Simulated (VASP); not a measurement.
# TaNb3F2: single point with PBE

The system is TaNb3F2.

```
CELL_PARAMETERS angstrom
4.31826 0.00000 0.00000
0.00000 4.31826 0.00000
0.00000 0.00000 4.85974
ATOMIC_POSITIONS crystal
Ta 0.00000 0.00000 0.00000
Nb 0.00000 0.50000 0.13764
Nb 0.50000 0.00000 0.86236
Nb 0.00000 0.00000 0.50000
F 0.50000 0.50000 0.50000
F 0.50000 0.50000 0.00000
```

The cell was built from a structure type or drawn by symmetry, and may not be a known phase.

- Program: VASP 6.6.1
- Task: single point
- Functional: PBE
- Potentials or basis: VASP PAW PBE potentials, release 64 (Ta_sv_GW, Nb_sv, F)
- Cutoff: 600 eV
- k mesh: 4 × 4 × 4
- Occupations: gaussian, width 0.1 eV
- Spin: no spin polarisation

The pressure is 40.9 GPa, the largest force is 4.153 eV/Å and the band gap on the k mesh is zero (bands 33 and 34 overlap by 1.63 eV).

Forces in eV/Å, atoms in the order of the input:
```
Ta   0.000  0.000  0.000
Nb   0.000  0.000  4.153
Nb   0.000  0.000 -4.153
Nb   0.000  0.000  0.000
F    0.000  0.000  0.000
F    0.000  0.000  0.000
```

Stress tensor (GPa, compression positive):
```
41.58  0.00  0.00
 0.00 41.58  0.00
 0.00  0.00 39.42
```

Levels at points of the mesh, in eV from the Fermi level:
```csv
k point,band 31,band 32,band 33,band 34,band 35,band 36
"(0.00, 0.00, 0.00)",-1.86,-1.06,1.04,1.17,1.22,1.22
"(0.50, 0.00, 0.00)",-0.94,-0.67,-0.28,0.69,0.76,1.03
"(0.50, 0.50, 0.00)",-0.71,-0.71,-0.62,0.44,0.44,0.72
"(0.00, 0.00, 0.50)",-1.05,-0.69,-0.59,-0.59,-0.46,0.97
"(0.50, 0.00, 0.50)",-1.44,-0.36,-0.09,0.32,0.69,1.03
"(0.50, 0.50, 0.50)",-1.77,-1.06,0.88,0.88,0.91,0.94
```

It took 57 s on 1 thread of Intel(R) Xeon(R) 6975P-C (Granite Rapids), on a shared host, peak memory 0.27 GiB.

Caveat: the k points lie up to 0.36 Å⁻¹ apart, too coarse for converged energies and pressures of a metal; spin-orbit coupling is left out, which moves the levels of the heavy elements; forces of over 1 eV/Å act on the atoms, so gaps and moduli don't describe the material at rest.
